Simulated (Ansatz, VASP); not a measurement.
## SiC in VASP and in Ansatz

Contents of POSCAR:

```
SiC
1.0
    3.0751950076      0.0000000000      0.0000000000
   -1.5375975038      2.6631969982      0.0000000000
    0.0000000000      0.0000000000      5.2500935267
Si C
2 2
Direct
    0.3333333333      0.6666666667      0.0046028828
    0.6666666667      0.3333333333      0.5046028828
    0.3333333333      0.6666666667      0.3803971172
    0.6666666667      0.3333333333      0.8803971172
```

File INCAR.step1:

```
SYSTEM = SiC
ALGO = Normal
EDIFF = 1E-4
ENCUT = 520
GGA = PE
ISMEAR = 0
LASPH = .True.
LCHARG = .False.
LREAL = .False.
LWAVE = .True.
NBANDS = 16
NELM = 60
PREC = Accurate
SIGMA = 0.05
```

INCAR.step2

```
SYSTEM = SiC
ALGO = Normal
EDIFF = 1E-6
ENCUT = 520
ISIF = 2
ISMEAR = 0
ISTART = 1
LASPH = .True.
LCHARG = .False.
LMIXTAU = .True.
LREAL = .False.
LWAVE = .False.
METAGGA = R2SCAN
NBANDS = 16
NELM = 60
PREC = Accurate
SIGMA = 0.05
```

File KPOINTS:

```
k-points
0
Gamma
  12 12 6
  0 0 0
```

Input for Ansatz:

```yaml
crystal:
  lattice:
    - [3.0751950076, 0.0, 0.0]
    - [-1.5375975038, 2.6631969982, 0.0]
    - [0.0, 0.0, 5.2500935267]
  atoms:
    - { symbol: Si, position: [0.3333333333, 0.6666666667, 0.0046028828] }
    - { symbol: Si, position: [0.6666666667, 0.3333333333, 0.5046028828] }
    - { symbol: C, position: [0.3333333333, 0.6666666667, 0.3803971172] }
    - { symbol: C, position: [0.6666666667, 0.3333333333, 0.8803971172] }
basis:
  ecutwfc: 500
kpoints:
  mp_grid: { grid: [12, 12, 6] }
hamiltonian:
  xc: r2scan
scf:
  occupations: { method: gaussian, width: 0.05 }
output:
  forces: true
  stress: true
  eigenvalues: true
```

Change from the starting cell: strain +0.000 along x and y, +0.040 along z, atoms carried along.

Alike in both runs: task single point; functional r2SCAN; k mesh 12 × 12 × 6; occupations gaussian, width 0.05 eV; no spin polarisation.

|  | VASP | Ansatz |
| --- | --- | --- |
| version | VASP 6.6.1 | Ansatz 0.2.0 |
| potentials or method | VASP PAW PBE potentials, release 64 (Si, C), cutoff 520 eV | scalar-relativistic, plane waves, PAW |
| valence electrons in the cell | 16 | 16 |

```tsv
	VASP	Ansatz	Ansatz less VASP
gap on the k mesh at the Fermi level (eV)	2.57	2.56	-0.004
least direct gap on the mesh (eV)	4.75	4.74	-0.009
pressure (GPa)	-7.8	-7.7	+0.15
traceless stress, the component that is largest in VASP (GPa)	-13.28	-13.21	+0.065
rms of the force components (eV/Å)	0.103	0.104	+0.0011
```

VASP's potentials were made for PBE, not for r2SCAN. Atom by atom the forces differ by 0.001 eV/Å (rms over components).
